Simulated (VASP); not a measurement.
# Nb (P6_3/mmc) in VASP: a series of runs

Runs on Nb. Level: PBE. Tasks: single point, relaxation of cell and atoms.

All numbers are computed with VASP 6.6.1; they aren't measurements. Logs are shortened: lines on timing, memory, paths and dates and some standing lists are left out, and cuts for length are marked.

### Step 1. The cell of the first run

It takes space group P6_3/mmc (No. 194, hexagonal). The conventional cell has a = 2.976 Å, b = 2.976 Å, c = 10.913 Å, α = 90.00°, β = 90.00°, γ = 120.00°. Nb (site symmetry -3m) has 12 Nb at 2.98 to 3.22 Å within 3.9 Å. Within 3.9 Å of Nb (site symmetry -6m2) lie 12 Nb at 2.98 to 3.22 Å.

This isn't the form of Nb at room conditions, which is bcc.

### Step 2. Single point, PBE (20.93 Å³/atom)

INCAR reads:

```
SYSTEM = Nb
PREC = Accurate ; ENCUT = 520
EDIFF = 1E-7 ; ISMEAR = -1
SIGMA = 0.1 ; LREAL = .FALSE.
LASPH = .TRUE. ; NELM = 80
ALGO = Normal ; ISIF = 2
LWAVE = .FALSE. ; LCHARG = .FALSE.
GGA = PE ; NBANDS = 34
```

KPOINTS reads:

```
regular mesh
0
G
  17 17 4
  0 0 0
```

POSCAR reads:

```
Nb
1.0
    2.9764109352      0.0000000000      0.0000000000
   -1.4882054676      2.5776474819      0.0000000000
    0.0000000000      0.0000000000     10.9132355045
Nb
4
Direct
    1.0000000000      1.0000000000      1.0000000000
    1.0000000000      1.0000000000      0.5000000000
    0.3333333333      0.6666666667      0.2500000000
    0.6666666667      0.3333333333      0.7500000000
```

Potentials or basis: VASP PAW PBE potentials, release 64 (Nb_sv).

On the command line:

```bash
> cat potpaw_PBE.64/Nb_sv/POTCAR > POTCAR
> mpirun -np 1 vasp_std > vasp.out
```

OUTCAR:

```text
SYSTEM = Nb
   PREC = Accurate
   ENCUT = 520
   EDIFF = 1E-7
   ISMEAR = -1
   LREAL = .FALSE.
   LASPH = .TRUE.
   NELM = 80
   ISIF = 2
   GGA = PE

 ion  position               nearest neighbor table
   1  0.000  0.000  0.000-
   2  0.000  0.000  0.500-
   3  0.333  0.667  0.250-
   4  0.667  0.333  0.750-

  LATTYP: Found a hexagonal cell.
 ALAT       =     2.9764109352
 C/A-ratio  =     3.6665755308

  Lattice vectors:

 A1 = (   2.9764109352,   0.0000000000,   0.0000000000)
 A2 = (  -1.4882054676,   2.5776474819,   0.0000000000)
 A3 = (   0.0000000000,   0.0000000000,  10.9132355045)

Analysis of symmetry for initial positions (statically):
=====================================================================
 Subroutine PRICEL returns:
 Original cell was already a primitive cell.

 Routine SETGRP: Setting up the symmetry group for a
 hexagonal supercell.

 Subroutine GETGRP returns: Found 24 space group operations
 (whereof 12 operations were pure point group operations)
 out of a pool of 24 trial point group operations.

The static configuration has the point symmetry D_3d.
 The point group associated with its full space group is D_6h.

Analysis of symmetry for dynamics (positions and initial velocities):
=====================================================================
 Subroutine PRICEL returns:
 Original cell was already a primitive cell.

 Routine SETGRP: Setting up the symmetry group for a
 hexagonal supercell.

 Subroutine GETGRP returns: Found 24 space group operations
 (whereof 12 operations were pure point group operations)
 out of a pool of 24 trial point group operations.

The dynamic configuration has the point symmetry D_3d.
 The point group associated with its full space group is D_6h.

 Subroutine INISYM returns: Found 24 space group operations
 (whereof 12 operations are pure point group operations),
 and found     1 'primitive' translations

----------------------------------------------------------------------------------------

                                     Primitive cell

  volume of cell :      83.7279

  direct lattice vectors                    reciprocal lattice vectors
[... 81 lines left out ...]
 SYSTEM =  Nb
   PREC   = accura    normal or accurate (medium, high low for compatibility)
   ISTART =      0    job   : 0-new  1-cont  2-samecut
   ICHARG =      2    charge: 1-file 2-atom 10-const
   ISPIN  =      1    spin polarized calculation?
   LNONCOLLINEAR =      F non collinear calculations
   LSORBIT =      F    spin-orbit coupling
   LASPH  =      T    aspherical Exc in radial PAW
   ENCUT  =  520.0 eV  38.22 Ry    6.18 a.u.   5.53  5.53 20.29*2*pi/ulx,y,z
   NELM   =     80;   NELMIN=  2; NELMDL= -5     # of ELM steps
   EDIFF  = 0.1E-06   stopping-criterion for ELM
   LREAL  =      F    real-space projection
   EDIFFG = 0.1E-05   stopping-criterion for IOM
   NSW    =      0    number of steps for IOM
   IBRION =     -1    ionic relax: 0-MD 1-quasi-New 2-CG
   NFREE  =      0    steps in history (QN), initial steepest desc. (CG)
   ISIF   =      2    stress and relaxation
   ISYM   =      2    0-nonsym 1-usesym 2-fastsym
   POTIM  = 0.5000    time-step for ionic-motion
   TEBEG  =    0.0;   TEEND  =   0.0 temperature during run
   PSTRESS=    0.0 pullay stress
   NELECT =      52.0000    total number of electrons
   NUPDOWN=      -1.0000    fix difference up-down
   EMIN   =  10.00;   EMAX   =-10.00  energy-range for DOS
   EFERMI =   0.00;   METHOD = LEGACY
   ISMEAR =    -1;   SIGMA  =   0.10  broadening in eV -4-tet -1-fermi 0-gaus
   EFERMI_NEDOS =   21; number of points for ismear=-14 and -15
   IALGO  =     38    algorithm
   IMIX   =      4    mixing-type and parameters
     AMIX     =   0.40;   BMIX     =  1.00
     AMIX_MAG =   1.60;   BMIX_MAG =  1.00
  volume/ion in A,a.u.               =      20.93       141.26
  Fermi-wavevector in a.u.,A,eV,Ry     =   1.396752  2.639479 26.543825  1.950916
  Thomas-Fermi vector in A             =   2.520075
   LORBIT       =      0    0 simple, 1 ext, 2 COOP (PROOUT), +10 PAW based schemes
   GGA     = PE    functional components
[... 5 lines left out ...]
 non-spin polarized calculation
  energy-cutoff  :      520.00
  volume of cell :       83.73
 maximum number of plane-waves:      2303
 NGX is ok and might be reduce to    24
   NGX = 11   NGY = 11   NGZ = 41

 number of electron      51.9999998 magnetization

 Free energy of the ion-electron system (eV)
  ---------------------------------------------------
  ext. energy  EPLUGINS =         0.00000000
  ---------------------------------------------------
  free energy    TOTEN  =       -39.34848936 eV

  energy without entropy =      -39.14423357  energy(sigma->0) =      -39.24636146

 E-fermi :   9.5067     XC(G=0): -11.7276

 val. band max:        9.4988392830   @ k =   0.2353   0.1765   0.5000
 cond. band min:       9.5067997560   @ k =   0.4118   0.0588   0.2500
 fundamental gap:      0.0079604731
 Fermi energy:         9.5066989147

 k-point     1 :       0.0000    0.0000    0.0000
  band No.  band energies     occupation
      1     -45.3838      2.00000
      2     -45.3593      2.00000
      3     -45.3298      2.00000
      4     -45.3050      2.00000
      5     -21.6952      2.00000
      6     -21.4071      2.00000
[... 877 lines left out ...]
     33      11.9784      0.00000
     34      12.7204      0.00000

 [... further k-points ...]

------------------------ aborting loop because EDIFF is reached ----------------------------------------

  FORCE on cell =-STRESS in cart. coord.  units (eV):
  Direction    XX          YY          ZZ          XY          YZ          ZX
  --------------------------------------------------------------------------------------
  -------------------------------------------------------------------------------------
  Total       -7.9790378     -7.9790378     -7.4396675      0.0000000     -0.0000000     -0.0000000
  in kB     -152.6831685   -152.6831685   -142.3620275      0.0000000     -0.0000000     -0.0000000
  external PRESSURE =    -149.2427881 kB  Pullay stress =       0.0000000 kB

 VOLUME and BASIS-vectors are now :
 -----------------------------------------------------------------------------
  energy-cutoff  :      520.00
  volume of cell :       83.73
      direct lattice vectors                 reciprocal lattice vectors
     2.976410935  0.000000000  0.000000000     0.335975113  0.193975322  0.000000000
    -1.488205468  2.577647482  0.000000000     0.000000000  0.387950644  0.000000000
     0.000000000  0.000000000 10.913235504     0.000000000  0.000000000  0.091631854

 POSITION                                       TOTAL-FORCE (eV/Angst)
 -----------------------------------------------------------------------------------
      0.00000      0.00000      0.00000         0.000000      0.000000      0.000000
      0.00000      0.00000      5.45662         0.000000      0.000000      0.000000
     -0.00000      1.71843      2.72831        -0.000000      0.000000      0.000000
      1.48821      0.85922      8.18493        -0.000000     -0.000000      0.000000
 -----------------------------------------------------------------------------------
    total drift:                               -0.000000      0.000000      0.000000

  FREE ENERGIE OF THE ION-ELECTRON SYSTEM (eV)
  ---------------------------------------------------
  free  energy   TOTEN  =       -39.3484893595 eV

  energy  without entropy=      -39.1442335654  energy(sigma->0) =      -39.24636146
```

OSZICAR:

```text
N       E                     dE             d eps       ncg     rms          rms(c)
DAV:   1     0.667579691016E+03    0.66758E+03   -0.28662E+04  6772   0.158E+03
DAV:   2     0.130462024020E+02   -0.65453E+03   -0.64067E+03  7812   0.655E+02
DAV:   3    -0.378818924296E+02   -0.50928E+02   -0.49260E+02 11640   0.128E+02
DAV:   4    -0.412144801836E+02   -0.33326E+01   -0.32686E+01 11088   0.308E+01
DAV:   5    -0.414329433908E+02   -0.21846E+00   -0.21714E+00 11020   0.743E+00    0.117E+01
DAV:   6    -0.395434786264E+02    0.18895E+01   -0.40539E+00  9272   0.146E+01    0.393E+00
DAV:   7    -0.393472071485E+02    0.19627E+00   -0.15039E+00 11222   0.785E+00    0.228E+00
DAV:   8    -0.393598620939E+02   -0.12655E-01   -0.42204E-01 10392   0.356E+00    0.192E+00
DAV:   9    -0.393494975618E+02    0.10365E-01   -0.19810E-01 10508   0.277E+00    0.276E-01
DAV:  10    -0.393484393492E+02    0.10582E-02   -0.14528E-02  9426   0.101E+00    0.620E-02
DAV:  11    -0.393484725799E+02   -0.33231E-04   -0.12373E-03 11094   0.235E-01    0.319E-02
DAV:  12    -0.393484869015E+02   -0.14322E-04   -0.72441E-05 11700   0.643E-02    0.135E-02
DAV:  13    -0.393484895272E+02   -0.26256E-05   -0.78865E-06 10910   0.255E-02    0.487E-03
DAV:  14    -0.393484893794E+02    0.14774E-06   -0.13001E-06 11408   0.968E-03    0.747E-04
DAV:  15    -0.393484893595E+02    0.19890E-07   -0.94157E-08  5980   0.311E-03
   1 F= -.39348489E+02 E0= -.39246361E+02  d E =-.204256E+00
```

stdout:

```text
POSCAR found type information on POSCAR Nb
 POSCAR found :  1 types and       4 ions
 scaLAPACK will be used
 LDA part: xc-table for (Slater+PW92), standard interpolation
 POSCAR, INCAR and KPOINTS ok, starting setup
 FFT: planning ... GRIDC
 FFT: planning ... GRID_SOFT
 FFT: planning ... GRID
 WAVECAR not read
 entering main loop
```

Run time: 7.2 min. Hardware: 1 thread of Intel Xeon 8259CL, shared host; peak memory 0.34 GiB.

Results:

- Free energy: -39.3485 eV
- Pressure: -14.9 GPa
- Band gap on the k mesh: zero (bands 26 and 27 overlap by 1.11 eV)

Stress tensor (GPa, compression positive):
```
-15.27   0.00   0.00
  0.00 -15.27   0.00
  0.00   0.00 -14.24
```

Levels at points of the mesh, in eV from the Fermi level:
| k point | band 24 | band 25 | band 26 | band 27 | band 28 | band 29 |
| --- | --- | --- | --- | --- | --- | --- |
| (0.00, 0.00, 0.00) | 0.18 | 0.31 | 0.31 | 0.40 | 0.40 | 0.55 |
| (0.00, 0.00, 0.50) | -0.50 | 0.37 | 0.37 | 0.37 | 0.37 | 0.58 |

Caveat: the cell stands under tension.

[end of part 1 of 2]

The gap in the log of VASP goes by the Fermi energy; the results here count the filled bands.